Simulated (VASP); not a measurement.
C, 2 atoms in the cell. The structure is cubic, space group Fd-3m (No. 227). Conventional cell: a = 3.532 Å, b = 3.532 Å, c = 3.532 Å, α = 90.00°, β = 90.00°, γ = 90.00°. C (site symmetry -43m) has 4 C at 1.53 Å within 2.0 Å. 

```yaml
Program: VASP 6.6.1
Task: single point
Functional: LDA
Potentials_or_basis: VASP PAW LDA potentials, release 64 (C)
Cutoff: 520 eV
k_mesh: 13 × 13 × 13
Occupations: fermi-dirac, width 0.05 eV
Spin: no spin polarisation
Dipole_correction: no
Further_INCAR_settings: ALGO = Normal; EDIFF = 1e-06; NBANDS = 11
```

Potentials or basis: VASP PAW LDA potentials, release 64 (C).

Launch:

```console
$ cat potpaw_LDA.64/C/POTCAR > POTCAR
$ mpirun -np 1 vasp_std > vasp.out
```

Hardware: 1 thread of Intel(R) Xeon(R) Platinum 8488C (Sapphire Rapids), on a shared host.

Q: Estimate the wall time of this run.

A: Run time: 6.6 s on 1 thread of Intel(R) Xeon(R) Platinum 8488C (Sapphire Rapids), on a shared host, peak memory 0.11 GiB. Counts: scf iterations 11, k points 84.
